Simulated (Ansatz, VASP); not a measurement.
# One calculation of Ta, two programs

```
CELL_PARAMETERS angstrom
-1.65500 1.65500 1.65500
1.65500 -1.65500 1.65500
1.65500 1.65500 -1.65500
ATOMIC_POSITIONS crystal
Ta 0.00000 0.00000 0.00000
```

Alike in both runs: task single point; functional PBE; k mesh 14 × 14 × 14; occupations gaussian, width 0.05 eV; no spin polarisation.

|  | VASP | Ansatz |
| --- | --- | --- |
| version | VASP 6.6.1 | Ansatz 0.2.0 |
| potentials or method | VASP PAW PBE potentials, release 64 (Ta_pv), cutoff 500 eV | scalar-relativistic, plane waves, PAW |
| valence electrons in the cell | 11 | 13 |

|  | VASP | Ansatz | Ansatz less VASP |
| --- | --- | --- | --- |
| gap on the k mesh at the Fermi level (eV) | none | none | - |
| pressure (GPa) | 1.7 | 1.6 | -0.11 |

A gap of «none» marks a metal or a gap that the smearing closes. The functional is the same, so the differences come from potentials, cutoffs and numerics. VASP's potentials hold 11 valence electrons a cell and Ansatz's 13, so a difference there can come from the potentials and not from the codes.

Neither program's run includes spin-orbit coupling.
